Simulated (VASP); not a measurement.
Input of a VASP 6.6.1 run:

The input INCAR:

```
SYSTEM = AlN
ALGO = Normal
EDIFF = 1E-7
ENCUT = 520
GGA = PE
ISIF = 2
ISMEAR = 0
LASPH = .True.
LCHARG = .False.
LREAL = .False.
LWAVE = .False.
NBANDS = 11
NELM = 100
PREC = Accurate
SIGMA = 0.05
```

File KPOINTS:

```
k-points
0
Gamma
  10 10 10
  0 0 0
```

File POSCAR:

```
AlN
1.0
   -0.0798771898      1.9682558822      1.9682558822
    1.9682558822     -0.0798771898      1.9682558822
    1.9682558822      1.9682558822     -0.0798771898
Al N
1 1
Direct
    0.5000000000      0.5000000000      0.5000000000
    0.0000000000      0.0000000000      0.0000000000
```

Potentials or basis: VASP PAW PBE potentials, release 64 (Al, N).

Command:

```bash
$ cat potpaw_PBE.64/Al/POTCAR potpaw_PBE.64/N/POTCAR > POTCAR
$ mpirun -np 1 vasp_std > vasp.out
```

Problem. Estimate the band gap on the k mesh.

Solution. 3.81 eV, indirect (least direct gap 5.30 eV).

Problem. Predict the pressure.

Solution. 11.3 GPa.

Stress tensor (GPa, compression positive):
```
11.29 12.10 12.10
12.10 11.29 12.10
12.10 12.10 11.29
```

A k mesh can miss the band edges. A hybrid or GW would open this gap; PBE tends to underestimate it.
